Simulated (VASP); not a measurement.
Set up this calculation in VASP 6.6.1, as the native input.

* Task: single point
* Functional: PBE
* Potentials or basis: VASP PAW PBE potentials, release 64 (Na_pv, Cl)
* Cutoff: 520 eV
* k mesh: 8 × 8 × 8
* Occupations: fermi-dirac, width 0.02 eV
* Spin: no spin polarisation
* Dipole correction: no
* Further INCAR settings: ALGO = Normal; EDIFF = 1e-06; NBANDS = 14

The structure of NaCl lies in POSCAR:

```
NaCl
1.0
   -0.0660881072      2.7926646947      2.7926646947
    2.7926646947     -0.0660881072      2.7926646947
    2.7926646947      2.7926646947     -0.0660881072
Na Cl
1 1
Direct
    0.0000000000      0.0000000000      0.0000000000
    0.5000000000      0.5000000000      0.5000000000
```

This cell differs from its parent crystal: epitaxial 111 strain +2.0%.

The input as run:

INCAR

```
SYSTEM = NaCl
  PREC = Accurate
  ENCUT = 520
  EDIFF = 1E-6
  ISMEAR = -1
  SIGMA = 0.02
  LREAL = .FALSE.
  LASPH = .TRUE.
  NELM = 60
  ALGO = Normal
  ISIF = 2
  LWAVE = .FALSE.
  LCHARG = .FALSE.
  GGA = PE
  NBANDS = 14
```

KPOINTS

```
regular mesh
0
G
  8 8 8
  0 0 0
```

Potentials or basis: VASP PAW PBE potentials, release 64 (Na_pv, Cl).

The run is started by

```sh
$ cat potpaw_PBE.64/Na_pv/POTCAR potpaw_PBE.64/Cl/POTCAR > POTCAR
$ mpirun -np 1 vasp_std > vasp.out
```

Results of the run:

| Property | Result |
| --- | --- |
| Pressure | 0.6 GPa |
| Band gap on the k mesh | 5.00 eV, direct |

Caveat: the cell differs from its parent crystal (epitaxial 111 strain +2.0%).

Run time: 16 s on 1 thread of Intel(R) Xeon(R) 6975P-C (Granite Rapids), on a shared host, peak memory 0.17 GiB.
